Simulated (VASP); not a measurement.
# MgO (I4/mmm) in VASP: notebook, part 3 of 3

VASP 6.6.1.

**6. Single point, PBE**

This run uses another cell than the first one, of the same volume but with other edges.

File INCAR:

```
SYSTEM = MgO
PREC     = Accurate       ! precision mode
ENCUT    = 520            ! plane-wave cutoff, eV
EDIFF    = 1E-6           ! SCF threshold, eV
ISMEAR   = 0              ! smearing method
SIGMA    = 0.05           ! smearing width, eV
LREAL    = .FALSE.        ! projectors in reciprocal space
LASPH    = .TRUE.         ! aspherical terms in the spheres
NELM     = 100            ! most SCF steps
ALGO     = Normal         ! electronic algorithm
ISIF     = 2              ! what is computed and relaxed
LWAVE    = .FALSE.        ! write WAVECAR
LCHARG   = .FALSE.        ! write CHGCAR
GGA      = PE             ! functional
NBANDS   = 11             ! bands
```

File KPOINTS:

```
regular mesh
0
G
  10 10 10
  0 0 0
```

File POSCAR:

```
MgO
1.0
    0.0000000000      2.4648506248      1.6021529061
    2.4648506248      0.0000000000      1.6021529061
    2.4648506248      2.4648506248      0.0000000000
Mg O
1 1
Direct
    0.0000000000      0.0000000000      0.0000000000
    0.5000000000      0.5000000000      0.5000000000
```

Potentials or basis: VASP PAW PBE potentials, release 64 (Mg, O).

Launch:

```
$ cat potpaw_PBE.64/Mg/POTCAR potpaw_PBE.64/O/POTCAR > POTCAR
$ mpirun -np 1 vasp_std > vasp.out
```

Run time: 27 s. Hardware: 1 thread of Intel Xeon 8259CL, shared host; peak memory 0.16 GiB.

Results (log left out):

```yaml
Free_energy: -9.0011 eV
Pressure: 78.7 GPa
Band_gap_on_the_k_mesh: 3.44 eV, indirect (the least direct gap lies 2.1 meV higher)
```

Stress tensor (GPa, compression positive):
```
 -4.14   0.00   0.00
  0.00  -4.14   0.00
  0.00   0.00 244.47
```

Levels at points of the mesh, in eV from the valence-band top:
```csv
k point,band 2,band 3,band 4,band 5,band 6,band 7
"(0.00, 0.00, 0.00)",-0.34,0.00,0.00,3.44,15.17,16.66
"(0.50, 0.00, 0.00)",-4.17,-1.31,-0.94,7.38,11.20,12.86
"(0.50, 0.50, 0.00)",-2.50,-2.50,-2.04,6.74,12.53,15.89
"(0.50, 0.00, 0.50)",-4.35,-1.04,0.00,9.53,10.76,12.79
```

**7. Single point, PBE**

This run uses another cell than the first one, of the same volume but with other edges.

File INCAR:

```
SYSTEM = MgO
  PREC = Accurate
  ENCUT = 520
  EDIFF = 1E-7
  ISMEAR = 0
  SIGMA = 0.05
  LREAL = .FALSE.
  LASPH = .TRUE.
  NELM = 80
  ALGO = Normal
  ISIF = 2
  LWAVE = .FALSE.
  LCHARG = .FALSE.
  GGA = PE
  NBANDS = 11
```

KPOINTS is that of step 6.

File POSCAR:

```
MgO
1.0
    0.0000000000      1.8652253293      2.7978379939
    1.8652253293      0.0000000000      2.7978379939
    1.8652253293      1.8652253293      0.0000000000
Mg O
1 1
Direct
    0.0000000000      0.0000000000      0.0000000000
    0.5000000000      0.5000000000      0.5000000000
```

Potentials or basis: VASP PAW PBE potentials, release 64 (Mg, O).

Launch:

```
$ cat potpaw_PBE.64/Mg/POTCAR potpaw_PBE.64/O/POTCAR > POTCAR
$ mpirun -np 1 vasp_std > vasp.out
```

OUTCAR:

```text
SYSTEM = MgO
   PREC = Accurate
   ENCUT = 520
   EDIFF = 1E-7
   ISMEAR = 0
   LREAL = .FALSE.
   LASPH = .TRUE.
   NELM = 80
   ISIF = 2
   GGA = PE

 ion  position               nearest neighbor table
   1  0.000  0.000  0.000-   2 1.87   2 1.87   2 1.87   2 1.87   2 2.80   2 2.80
   2  0.500  0.500  0.500-   1 1.87   1 1.87   1 1.87   1 1.87   1 2.80   1 2.80

  LATTYP: Found a body centered tetragonal cell.
 ALAT       =     2.6378269576
 C/A-ratio  =     2.1213203435

  Lattice vectors:

 A1 = (  -1.8652253293,   0.0000000000,   2.7978379939)
 A2 = (   1.8652253293,   0.0000000000,   2.7978379939)
 A3 = (   0.0000000000,   1.8652253293,  -2.7978379939)

[... 514 lines left out ...]
      9      24.2141      0.00000
     10      28.1901      0.00000
     11      30.3692      0.00000

 [... further k-points ...]
[... 5 lines left out ...]
  --------------------------------------------------------------------------------------
  -------------------------------------------------------------------------------------
  Total        7.5884990      7.5884990     -0.8412003      0.0000000      0.0000000     -0.0000000
  in kB      624.5271132    624.5271132    -69.2300827      0.0000000      0.0000000     -0.0000000
  external PRESSURE =     393.2747146 kB  Pullay stress =       0.0000000 kB

 VOLUME and BASIS-vectors are now :
 -----------------------------------------------------------------------------
  energy-cutoff  :      520.00
  volume of cell :       19.47
      direct lattice vectors                 reciprocal lattice vectors
     0.000000000  1.865225329  2.797837994    -0.268064127  0.268064127  0.178709418
     1.865225329  0.000000000  2.797837994     0.268064127 -0.268064127  0.178709418
     1.865225329  1.865225329  0.000000000     0.268064127  0.268064127 -0.178709418

 POSITION                                       TOTAL-FORCE (eV/Angst)
 -----------------------------------------------------------------------------------
      0.00000      0.00000      0.00000        -0.000000     -0.000000      0.000000
      1.86523      1.86523      2.79784         0.000000      0.000000      0.000000
 -----------------------------------------------------------------------------------
    total drift:                                0.000000      0.000000      0.000000

  FREE ENERGIE OF THE ION-ELECTRON SYSTEM (eV)
  ---------------------------------------------------
  free  energy   TOTEN  =       -10.9025243651 eV

  energy  without entropy=      -10.9025243651  energy(sigma->0) =      -10.90252437
```

stdout:

```text
POSCAR found type information on POSCAR MgO
 POSCAR found :  2 types and       2 ions
 scaLAPACK will be used
 LDA part: xc-table for (Slater+PW92), standard interpolation
 POSCAR, INCAR and KPOINTS ok, starting setup
 FFT: planning ... GRIDC
 FFT: planning ... GRID_SOFT
 FFT: planning ... GRID
 WAVECAR not read
 entering main loop
```

Run time: 36 s. Hardware: 1 thread of Intel Xeon 8259CL, shared host; peak memory 0.16 GiB.

Results:

```yaml
Free_energy: -10.9025 eV
Pressure: 39.3 GPa
Band_gap_on_the_k_mesh: 3.57 eV, direct
```

Stress tensor (GPa, compression positive):
```
62.45  0.00  0.00
 0.00 62.45  0.00
 0.00  0.00 -6.92
```

**8. Overview**

| cell | gap on the mesh (eV) | pressure (GPa) |
| --- | --- | --- |
| a = 2.942, b = 2.942, c = 3.280 Å, angles 56.1, 56.1, 67.8°, 2 atoms | 3.89 | 20.0 |
| a = 3.209, b = 3.209, c = 2.767 Å, angles 64.5, 64.5, 51.1°, 2 atoms | 4.07 | 15.6 |
| a = 2.983, b = 2.983, c = 3.105 Å, angles 58.6, 58.6, 62.7°, 2 atoms | 4.24 | -0.3 |
| a = 3.075, b = 3.075, c = 2.925 Å, angles 61.6, 61.6, 56.8°, 2 atoms | 4.19 | 0.1 |
| a = 2.940, b = 2.940, c = 3.486 Å, angles 53.6, 53.6, 72.7°, 2 atoms | 3.44 | 78.7 |
| a = 3.363, b = 3.363, c = 2.638 Å, angles 66.9, 66.9, 46.2°, 2 atoms | 3.57 | 39.3 |

Alike in all rows: task single point; level PBE; potentials or basis VASP PAW PBE potentials, release 64 (Mg, O); no spin polarisation; k mesh 10 × 10 × 10; cutoff (eV) 520; smearing gaussian 0.05 eV.

Total energies depend on the potentials used, so only differences within one code and one set of settings carry meaning.
